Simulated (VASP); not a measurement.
# Li in VASP: settings compared

Li is run at these levels: PBE, r2SCAN; tasks: single point.

Everything below comes from runs of VASP 6.6.1. Logs are shortened: lines on timing, memory, paths and dates and some standing lists are left out, and cuts for length are marked.

## Step 1: The cell of the first run

The typed cell holds 2 atoms: a = 3.432 Å, b = 3.432 Å, c = 3.439 Å, α = 90.00°, β = 86.57°, γ = 90.00°.

## Step 2: Single point, PBE (shear of c along a, cell held: +6.0 %)

INCAR reads:

```
SYSTEM = Li
ALGO = Fast
EDIFF = 1E-6
ENCUT = 520
GGA = PE
ISIF = 2
ISMEAR = 0
LASPH = .TRUE.
LCHARG = .TRUE.
LELF = .TRUE.
LREAL = .FALSE.
LVHAR = .TRUE.
LWAVE = .FALSE.
NBANDS = 10
NELM = 80
PREC = Accurate
SIGMA = 0.1
```

KPOINTS reads:

```
k-points
0
G
  16 16 16
  0 0 0
```

POSCAR reads:

```
Li
1.0
    3.4324475723      0.0000000000      0.0000000000
    0.0000000000      3.4324475723      0.0000000000
    0.2059468543      0.0000000000      3.4324475723
Li
2
Direct
    0.0000000000      0.0000000000      0.0000000000
    0.5000000000      0.5000000000      0.5000000000
```

Potentials or basis: VASP PAW PBE potentials, release 64 (Li_sv).

Command:

```bash
$ cat potpaw_PBE.64/Li_sv/POTCAR > POTCAR
$ mpirun -np 1 vasp_std > vasp.out
```

OUTCAR:

```text
SYSTEM = Li
   EDIFF = 1E-6
   ENCUT = 520
   GGA = PE
   ISIF = 2
   ISMEAR = 0
   LASPH = .TRUE.
   LREAL = .FALSE.
   NELM = 80
   PREC = Accurate

 ion  position               nearest neighbor table
   1  0.000  0.000  0.000-
   2  0.500  0.500  0.500-

  LATTYP: Found a simple monoclinic cell.
 ALAT       =     3.4324475723
 B/A-ratio  =     1.0000000000
 C/A-ratio  =     1.0017983829
 COS(beta)  =    -0.0598922907

  Lattice vectors:

 A1 = (   3.4324475723,   0.0000000000,   0.0000000000)
 A2 = (   0.0000000000,  -3.4324475723,   0.0000000000)
 A3 = (  -0.2059468543,   0.0000000000,  -3.4324475723)

Analysis of symmetry for initial positions (statically):
=====================================================================
 Subroutine PRICEL returns following result:

  LATTYP: Found a base centered monoclinic cell.
 ALAT       =     4.7108389083
 B/A-ratio  =     0.7286276689
 C/A-ratio  =     0.7286276689
 COS(beta)  =    -0.6849100088

  Lattice vectors:

 A1 = (  -1.6132503590,   1.7162237861,   1.7162237861)
 A2 = (  -1.6132503590,  -1.7162237862,   1.7162237861)
 A3 = (   3.4324475723,   0.0000000000,   0.0000000000)

   2 primitive cells build up your supercell.

 Routine SETGRP: Setting up the symmetry group for a
 simple monoclinic supercell.

 Subroutine GETGRP returns: Found  4 space group operations
 (whereof  4 operations were pure point group operations)
 out of a pool of  4 trial point group operations.

The static configuration has the point symmetry C_2h.

Analysis of symmetry for dynamics (positions and initial velocities):
=====================================================================
 Subroutine PRICEL returns following result:

  LATTYP: Found a base centered monoclinic cell.
 ALAT       =     4.7108389083
 B/A-ratio  =     0.7286276689
 C/A-ratio  =     0.7286276689
 COS(beta)  =    -0.6849100088

  Lattice vectors:

 A1 = (  -1.6132503590,   1.7162237861,   1.7162237861)
 A2 = (  -1.6132503590,  -1.7162237862,   1.7162237861)
 A3 = (   3.4324475723,   0.0000000000,   0.0000000000)

   2 primitive cells build up your supercell.

[... 104 lines left out ...]
   NELM   =     80;   NELMIN=  2; NELMDL= -5     # of ELM steps
   EDIFF  = 0.1E-05   stopping-criterion for ELM
   LREAL  =      F    real-space projection
   EDIFFG = 0.1E-04   stopping-criterion for IOM
   NSW    =      0    number of steps for IOM
   IBRION =     -1    ionic relax: 0-MD 1-quasi-New 2-CG
   NFREE  =      0    steps in history (QN), initial steepest desc. (CG)
   ISIF   =      2    stress and relaxation
   ISYM   =      2    0-nonsym 1-usesym 2-fastsym
   POTIM  = 0.5000    time-step for ionic-motion
   TEBEG  =    0.0;   TEEND  =   0.0 temperature during run
   PSTRESS=    0.0 pullay stress
   NELECT =       6.0000    total number of electrons
   NUPDOWN=      -1.0000    fix difference up-down
   EMIN   =  10.00;   EMAX   =-10.00  energy-range for DOS
   EFERMI =   0.00;   METHOD = LEGACY
   ISMEAR =     0;   SIGMA  =   0.10  broadening in eV -4-tet -1-fermi 0-gaus
   EFERMI_NEDOS =   21; number of points for ismear=-14 and -15
   IALGO  =     68    algorithm
   IMIX   =      4    mixing-type and parameters
     AMIX     =   0.40;   BMIX     =  1.00
     AMIX_MAG =   1.60;   BMIX_MAG =  1.00
  volume/ion in A,a.u.               =      20.22       136.45
  Fermi-wavevector in a.u.,A,eV,Ry     =   0.866672  1.637772 10.219608  0.751120
  Thomas-Fermi vector in A             =   1.985095
   LORBIT       =      0    0 simple, 1 ext, 2 COOP (PROOUT), +10 PAW based schemes
   GGA     = PE    functional components
   LHFCALC =     F    Hartree Fock is set to
   AEXX    =    0.0000 exact exchange contribution
   IVDW    =     0    specifies the selected vdW correction
   LEPSILON=     F    determine dielectric tensor
   LRPA    =     F    only Hartree local field effects (RPA)
 non-spin polarized calculation
 RMM-DIIS sequential band-by-band and
 Gauss-broadening in eV      SIGMA  =   0.10
  energy-cutoff  :      520.00
  volume of cell :       40.44
 maximum number of plane-waves:      1110
 NGX is ok and might be reduce to    28
   NGX = 13   NGY = 13   NGZ = 13

 number of electron       5.9999993 magnetization

 Free energy of the ion-electron system (eV)
  ---------------------------------------------------
  ext. energy  EPLUGINS =         0.00000000
  ---------------------------------------------------
  free energy    TOTEN  =        -3.80751870 eV

  energy without entropy =       -3.80305995  energy(sigma->0) =       -3.80528932

 E-fermi :   0.6365     XC(G=0):  -7.0504

 val. band max:        0.6337628684   @ k =   0.3125   0.4375   0.3125
 cond. band min:       0.6393635396   @ k =   0.4375   0.1875   0.4375
 fundamental gap:      0.0056006713
 Fermi energy:         0.6364821407

 k-point     1 :       0.0000    0.0000    0.0000
  band No.  band energies     occupation
      1     -45.9026      2.00000
      2     -45.8688      2.00000
      3      -2.9311      2.00000
      4       5.9971      0.00000
      5       6.1575      0.00000
      6       6.3659      0.00000
      7       8.4148      0.00000
      8       8.4493      0.00000
      9      14.3123      0.00000
     10      14.6658      0.00000
[... 287 lines left out ...]
 k-point    24 :       0.3125    0.1250    0.0000
  band No.  band energies     occupation
      1     -45.8930      2.00000
      2     -45.8758      2.00000
      3      -1.8494      2.00000
      4       1.8139      0.00000
      5       6.0361      0.00000
      6       7.5004      0.00000
      7      10.3689      0.00000
      8      11.0226      0.00000
      9      11.5794      0.00000
     10      13.4538      0.00000

 [... further k-points ...]

------------------------ aborting loop because EDIFF is reached ----------------------------------------

  FORCE on cell =-STRESS in cart. coord.  units (eV):
  Direction    XX          YY          ZZ          XY          YZ          ZX
  --------------------------------------------------------------------------------------
  -------------------------------------------------------------------------------------
  Total       -0.0199402      0.0043087     -0.0023848      0.0000000      0.0000000     -0.1653082
  in kB       -0.7900032      0.1707061     -0.0944836      0.0000000      0.0000000     -6.5492749
  external PRESSURE =      -0.2379269 kB  Pullay stress =       0.0000000 kB

 VOLUME and BASIS-vectors are now :
 -----------------------------------------------------------------------------
  energy-cutoff  :      520.00
  volume of cell :       40.44
      direct lattice vectors                 reciprocal lattice vectors
     3.432447572  0.000000000  0.000000000     0.291337298  0.000000000 -0.017480238
     0.000000000  3.432447572  0.000000000     0.000000000  0.291337298  0.000000000
     0.205946854  0.000000000  3.432447572     0.000000000  0.000000000  0.291337298

 POSITION                                       TOTAL-FORCE (eV/Angst)
 -----------------------------------------------------------------------------------
      0.00000      0.00000      0.00000        -0.000000     -0.000000     -0.000000
      1.81920      1.71622      1.71622         0.000000      0.000000      0.000000
 -----------------------------------------------------------------------------------
    total drift:                                0.000000      0.000000      0.000000

  FREE ENERGIE OF THE ION-ELECTRON SYSTEM (eV)
  ---------------------------------------------------
  free  energy   TOTEN  =        -3.8075186993 eV

  energy  without entropy=       -3.8030599473  energy(sigma->0) =       -3.80528932
```

OSZICAR:

```text
N       E                     dE             d eps       ncg     rms          rms(c)
DAV:   1     0.111981240715E+02    0.11198E+02   -0.24099E+03 23440   0.547E+02
DAV:   2    -0.212669556062E+01   -0.13325E+02   -0.13020E+02 30448   0.990E+01
DAV:   3    -0.376484441784E+01   -0.16381E+01   -0.16216E+01 36768   0.237E+01
DAV:   4    -0.381015170425E+01   -0.45307E-01   -0.45247E-01 31166   0.407E+00
DAV:   5    -0.381075790698E+01   -0.60620E-03   -0.60616E-03 30678   0.423E-01    0.300E-01
RMM:   6    -0.380852549929E+01    0.22324E-02   -0.34906E-04 35051   0.121E-01    0.181E-01
RMM:   7    -0.380744457961E+01    0.10809E-02   -0.14647E-03 36564   0.225E-01    0.309E-02
RMM:   8    -0.380748906085E+01   -0.44481E-04   -0.37063E-04 39525   0.114E-01    0.375E-03
RMM:   9    -0.380751045143E+01   -0.21391E-04   -0.15570E-04 41021   0.743E-02    0.799E-03
RMM:  10    -0.380751793780E+01   -0.74864E-05   -0.45440E-05 39415   0.382E-02    0.167E-02
RMM:  11    -0.380752046760E+01   -0.25298E-05   -0.19438E-05 37452   0.255E-02    0.185E-02
RMM:  12    -0.380751927041E+01    0.11972E-05   -0.41674E-06 30474   0.118E-02    0.126E-02
RMM:  13    -0.380751869931E+01    0.57110E-06   -0.16948E-06 27834   0.763E-03
   1 F= -.38075187E+01 E0= -.38052893E+01  d E =-.445875E-02
```

stdout:

```text
POSCAR found type information on POSCAR Li
 POSCAR found :  1 types and       2 ions
 scaLAPACK will be used
 LDA part: xc-table for (Slater+PW92), standard interpolation
 POSCAR, INCAR and KPOINTS ok, starting setup
 FFT: planning ... GRIDC
 FFT: planning ... GRID_SOFT
 FFT: planning ... GRID
 WAVECAR not read
 entering main loop
WARNING in EDDRMM: call to ZHEGV failed, returncode =   6  3      4
WARNING in EDDRMM: call to ZHEGV failed, returncode =   6  3      5
WARNING in EDDRMM: call to ZHEGV failed, returncode =   8  4      8
WARNING in EDDRMM: call to ZHEGV failed, returncode =   8  4      8
WARNING in EDDRMM: call to ZHEGV failed, returncode =   6  3      6
WARNING in EDDRMM: call to ZHEGV failed, returncode =   6  3      6
WARNING in EDDRMM: call to ZHEGV failed, returncode =   6  3      4
WARNING in EDDRMM: call to ZHEGV failed, returncode =   8  4      9
WARNING in EDDRMM: call to ZHEGV failed, returncode =   8  4      8
WARNING in EDDRMM: call to ZHEGV failed, returncode =   8  4      7
WARNING in EDDRMM: call to ZHEGV failed, returncode =   6  3      5
WARNING in EDDRMM: call to ZHEGV failed, returncode =   6  3      5
WARNING in EDDRMM: call to ZHEGV failed, returncode =   6  3      3
WARNING in EDDRMM: call to ZHEGV failed, returncode =   8  4      7
WARNING in EDDRMM: call to ZHEGV failed, returncode =   6  3     10
```

Run time: 9.3 min. Hardware: 1 thread of AMD EPYC 7R43 (Zen 3), shared host; peak memory 0.39 GiB.

Results:

```yaml
Free_energy: -3.8075 eV
Band_gap_on_the_k_mesh: zero (bands 3 and 4 overlap by 4.28 eV)
```

Caveat: the cell differs from its parent crystal (shear of c along a, cell held: +6.0 %); the cutoff is under 1.25 times the usual one of these potentials, so pressure, stress and relaxed cells hold a basis-set (Pulay) error.

## Step 3: Single point, PBE (strained)

INCAR reads:

```
PREC     = Accurate       # precision mode
ENCUT    = 520            # plane-wave cutoff, eV
EDIFF    = 1E-6           # SCF threshold, eV
ISMEAR   = 0              # smearing method
SIGMA    = 0.1            # smearing width, eV
LREAL    = False          # projectors in reciprocal space
LASPH    = True           # aspherical terms in the spheres
NELM     = 80             # most SCF steps
ALGO     = Normal         # electronic algorithm
ISIF     = 2              # what is computed and relaxed
LWAVE    = False          # write WAVECAR
LCHARG   = True           # write CHGCAR
GGA      = PE             # functional
LELF     = True           # ELF
LVHAR    = True         
NBANDS   = 8              # bands
```

KPOINTS reads:

```
regular mesh
0
Gamma
  16 16 16
```

POSCAR reads:

```
Li
1.0
   -1.6971675000      1.6971675000      1.6971675000
    1.6971675000     -1.6971675000      1.6971675000
    1.6971675000      1.6971675000     -1.6971675000
Li
1
Direct
    0.0000000000      0.0000000000      0.0000000000
```

Potentials or basis: VASP PAW PBE potentials, release 64 (Li_sv).

Command:

```bash
$ cat potpaw_PBE.64/Li_sv/POTCAR > POTCAR
$ mpirun -np 1 vasp_std > vasp.out
```

OUTCAR:

```text
PREC = Accurate
   ENCUT = 520
   EDIFF = 1E-6
   ISMEAR = 0
   LREAL = False
   LASPH = True
   NELM = 80
   ISIF = 2
   GGA = PE

 ion  position               nearest neighbor table
   1  0.000  0.000  0.000-

  LATTYP: Found a body centered cubic cell.
 ALAT       =     3.3943350000

  Lattice vectors:

 A1 = (  -1.6971675000,   1.6971675000,   1.6971675000)
 A2 = (   1.6971675000,  -1.6971675000,   1.6971675000)
 A3 = (   1.6971675000,   1.6971675000,  -1.6971675000)

Analysis of symmetry for initial positions (statically):
=====================================================================
 Subroutine PRICEL returns:
 Original cell was already a primitive cell.

 Routine SETGRP: Setting up the symmetry group for a
 body centered cubic supercell.

 Subroutine GETGRP returns: Found 48 space group operations
 (whereof 48 operations were pure point group operations)
 out of a pool of 48 trial point group operations.

The static configuration has the point symmetry O_h .

Analysis of symmetry for dynamics (positions and initial velocities):
=====================================================================
 Subroutine PRICEL returns:
 Original cell was already a primitive cell.

 Routine SETGRP: Setting up the symmetry group for a
 body centered cubic supercell.

 Subroutine GETGRP returns: Found 48 space group operations
 (whereof 48 operations were pure point group operations)
 out of a pool of 48 trial point group operations.

The dynamic configuration has the point symmetry O_h .

 Subroutine INISYM returns: Found 48 space group operations
 (whereof 48 operations are pure point group operations),
 and found     1 'primitive' translations

----------------------------------------------------------------------------------------

[... 109 lines left out ...]
     AMIX     =   0.40;   BMIX     =  1.00
     AMIX_MAG =   1.60;   BMIX_MAG =  1.00
  volume/ion in A,a.u.               =      19.55       131.96
  Fermi-wavevector in a.u.,A,eV,Ry     =   0.876403  1.656162 10.450394  0.768082
  Thomas-Fermi vector in A             =   1.996208
   LORBIT       =      0    0 simple, 1 ext, 2 COOP (PROOUT), +10 PAW based schemes
   GGA     = PE    functional components
   LHFCALC =     F    Hartree Fock is set to
   AEXX    =    0.0000 exact exchange contribution
   IVDW    =     0    specifies the selected vdW correction
   LEPSILON=     F    determine dielectric tensor
   LRPA    =     F    only Hartree local field effects (RPA)
 non-spin polarized calculation
 Gauss-broadening in eV      SIGMA  =   0.10
  energy-cutoff  :      520.00
  volume of cell :       19.55
 maximum number of plane-waves:       543
 NGX is ok and might be reduce to    24
   NGX = 11   NGY = 11   NGZ = 11

 number of electron       3.0000006 magnetization

 Free energy of the ion-electron system (eV)
  ---------------------------------------------------
  ext. energy  EPLUGINS =         0.00000000
  ---------------------------------------------------
  free energy    TOTEN  =        -1.90465842 eV

  energy without entropy =       -1.90177188  energy(sigma->0) =       -1.90321515

 E-fermi :   0.7207     XC(G=0):  -7.1323

 val. band max:        0.7007707764   @ k =   0.2500   0.2500   0.0000
 cond. band min:       0.7298698802   @ k =   0.3750   0.0625   0.0625
 fundamental gap:      0.0290991038
 Fermi energy:         0.7207394172

 k-point     1 :       0.0000    0.0000    0.0000
  band No.  band energies     occupation
      1     -45.7406      2.00000
      2      -2.8794      2.00000
      3      15.7131      0.00000
      4      15.7131      0.00000
      5      15.7131      0.00000
      6      20.5590      0.00000
      7      20.5590      0.00000
      8      20.5591      0.00000
[... 243 lines left out ...]
 k-point    24 :       0.2500    0.1875    0.0000
  band No.  band energies     occupation
      1     -45.7208      2.00000
      2      -0.1107      2.00000
      3       6.8597      0.00000
      4       9.1586      0.00000
      5      12.1841      0.00000
      6      18.1744      0.00000
      7      19.0297      0.00000
      8      22.5559      0.00000

 [... further k-points ...]

------------------------ aborting loop because EDIFF is reached ----------------------------------------

  FORCE on cell =-STRESS in cart. coord.  units (eV):
  Direction    XX          YY          ZZ          XY          YZ          ZX
  --------------------------------------------------------------------------------------
  -------------------------------------------------------------------------------------
  Total        0.0547198      0.0547198      0.0547198     -0.0000000      0.0000000     -0.0000000
  in kB        4.4835353      4.4835353      4.4835353     -0.0000000      0.0000000     -0.0000000
  external PRESSURE =       4.4835353 kB  Pullay stress =       0.0000000 kB

 VOLUME and BASIS-vectors are now :
 -----------------------------------------------------------------------------
  energy-cutoff  :      520.00
  volume of cell :       19.55
      direct lattice vectors                 reciprocal lattice vectors
    -1.697167500  1.697167500  1.697167500     0.000000000  0.294608517  0.294608517
     1.697167500 -1.697167500  1.697167500     0.294608517  0.000000000  0.294608517
     1.697167500  1.697167500 -1.697167500     0.294608517  0.294608517  0.000000000

 POSITION                                       TOTAL-FORCE (eV/Angst)
 -----------------------------------------------------------------------------------
      0.00000      0.00000      0.00000         0.000000      0.000000     -0.000000
 -----------------------------------------------------------------------------------
    total drift:                               -0.000000      0.000000      0.000000

  FREE ENERGIE OF THE ION-ELECTRON SYSTEM (eV)
  ---------------------------------------------------
  free  energy   TOTEN  =        -1.9046584240 eV

  energy  without entropy=       -1.9017718804  energy(sigma->0) =       -1.90321515
```

OSZICAR:

```text
N       E                     dE             d eps       ncg     rms          rms(c)
DAV:   1    -0.107267853608E+00   -0.10727E+00   -0.71543E+02  2344   0.259E+02
DAV:   2    -0.188872590317E+01   -0.17815E+01   -0.17298E+01  3504   0.345E+01
DAV:   3    -0.190590115720E+01   -0.17175E-01   -0.17171E-01  2544   0.294E+00
DAV:   4    -0.190612205583E+01   -0.22090E-03   -0.22090E-03  3536   0.275E-01
DAV:   5    -0.190612269862E+01   -0.64279E-06   -0.64274E-06  2616   0.105E-02    0.194E-01
DAV:   6    -0.190509228569E+01    0.10304E-02   -0.31922E-04  3656   0.642E-02    0.112E-01
DAV:   7    -0.190466537299E+01    0.42691E-03   -0.75897E-04  3472   0.106E-01    0.290E-02
DAV:   8    -0.190466228678E+01    0.30862E-05   -0.58844E-06  2544   0.180E-02    0.127E-03
DAV:   9    -0.190465950040E+01    0.27864E-05   -0.34757E-07  2064   0.544E-03    0.341E-04
DAV:  10    -0.190465843037E+01    0.10700E-05   -0.47501E-08  1376   0.199E-03    0.843E-05
DAV:  11    -0.190465842404E+01    0.63287E-08   -0.69915E-09  1224   0.857E-04
   1 F= -.19046584E+01 E0= -.19032152E+01  d E =-.288654E-02
```

stdout:

```text
POSCAR found type information on POSCAR Li
 POSCAR found :  1 types and       1 ions
 scaLAPACK will be used
 LDA part: xc-table for (Slater+PW92), standard interpolation
 POSCAR, INCAR and KPOINTS ok, starting setup
 FFT: planning ... GRIDC
 FFT: planning ... GRID_SOFT
 FFT: planning ... GRID
 WAVECAR not read
 entering main loop
```

Run time: 29 s. Hardware: 1 thread of Intel Xeon 8259CL, shared host; peak memory 0.14 GiB.

What came out:

```
Free energy            : -1.9047 eV
Band gap on the k mesh : zero (an odd number of electrons rules out a gap without spin polarisation)
```

Caveat: the cell differs from its parent crystal (strained); the cutoff is under 1.25 times the usual one of these potentials, so pressure, stress and relaxed cells hold a basis-set (Pulay) error.

(Continued in part 2 of 2.)
